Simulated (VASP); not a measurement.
Ir: single point with LDA

The system is Ir.

```xyz
1
Lattice="-1.3482 1.3482 1.3482 1.3482 -1.3482 1.3482 1.3482 1.3482 -1.3482" Properties=species:S:1:pos:R:3 pbc="T T T"
Ir    0.0000    0.0000    0.0000
```

```yaml
Program: VASP 6.6.1
Task: single point
Functional: LDA
Potentials_or_basis: VASP PAW LDA potentials, release 64 (Ir)
Cutoff: 520 eV
k_mesh: 20 × 20 × 20
Occupations: fermi-dirac, width 0.08 eV
Spin: no spin polarisation
```

```json
{
 "Pressure": "351.6 GPa"
}
```

Levels at points of the mesh, in eV from the Fermi level:
```tsv
k point	band 1	band 2	band 3	band 4	band 5	band 6	band 7	band 8	band 9
(0.00, 0.00, 0.00)	-14.97	-6.49	-6.49	-6.49	-1.34	-1.34	16.34	16.34	16.34
(0.50, 0.00, 0.00)	-12.58	-9.76	-1.32	-0.17	-0.08	4.36	12.61	13.84	21.81
(0.50, 0.50, 0.50)	-12.75	-12.75	2.87	2.87	2.87	9.98	9.98	9.98	22.35
```

Run time: 12 s on 1 thread of AMD EPYC 9R45 96-Core Processor (Zen 5), with other jobs on the host, peak memory 0.11 GiB.

Caveat: spin-orbit coupling is left out, which moves the levels of the heavy elements.
